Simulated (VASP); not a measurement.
Write the native input for VASP 6.6.1 that does the following.

```
Task                   : relaxation of cell and atoms
Functional             : PBE
Potentials or basis    : VASP PAW PBE potentials, release 64 (Si, Ge_d, W_sv)
Cutoff                 : 600 eV
k mesh                 : 4 × 4 × 4
Occupations            : gaussian, width 0.1 eV
Spin                   : no spin polarisation
Dipole correction      : no
Further INCAR settings : ALGO = Normal; EDIFF = 1e-07; IBRION = 2; EDIFFG = -0.04; NSW = 90; ISIF = 3
```

The structure of SiGe4W lies in POSCAR:

```
SiGe4W
1.0
    0.0000000000      3.8534869000      3.8534869000
    3.8534869000      0.0000000000      3.8534869000
    3.8534869000      3.8534869000      0.0000000000
Si Ge W
1 4 1
Direct
    0.0000000000      0.0000000000      0.0000000000
    0.8738389600      0.3753870100      0.3753870100
    0.3753870100      0.3753870100      0.3753870100
    0.3753870100      0.8738389600      0.3753870100
    0.3753870100      0.3753870100      0.8738389600
    0.7500000000      0.7500000000      0.7500000000
```

The input as run:

INCAR

```
PREC = Accurate ; ENCUT = 600
EDIFF = 1E-7 ; ISMEAR = 0
SIGMA = 0.1 ; LREAL = F
LASPH = T ; NELM = 100
ALGO = Normal ; ISIF = 3
LWAVE = F ; LCHARG = F
GGA = PE ; IBRION = 2
NSW = 90 ; EDIFFG = -0.04
```

KPOINTS

```
Automatic mesh
0
Gamma
  4 4 4
```

Potentials or basis: VASP PAW PBE potentials, release 64 (Si, Ge_d, W_sv).

Launch:

```sh
$ cat potpaw_PBE.64/Si/POTCAR potpaw_PBE.64/Ge_d/POTCAR potpaw_PBE.64/W_sv/POTCAR > POTCAR
$ mpirun -np 1 vasp_std > vasp.out
```

Results of the run:

The relaxed volume is 17.76 Å³/atom, the relaxed cell is a = 5.321 Å, b = 5.321 Å, c = 5.321 Å, α = 60.00°, β = 60.00°, γ = 60.00° and the space group after relaxing (to 0.05 Å) is F-43m (No. 216). The energy gained by relaxing is 26.1 meV/atom and the ionic steps are 3. The pressure after relaxing is 0.0 GPa and the largest force after relaxing is 0.015 eV/Å. The band gap on the k mesh is zero (band 37 reaches 8.04 eV, above the bottom of band 38 at 7.45 eV).

Caveat: spin-orbit coupling is left out, which moves the levels of the heavy elements.

It took 4.2 min on 1 thread of Intel Xeon 6975P-C, on a shared host, peak memory 0.36 GiB.
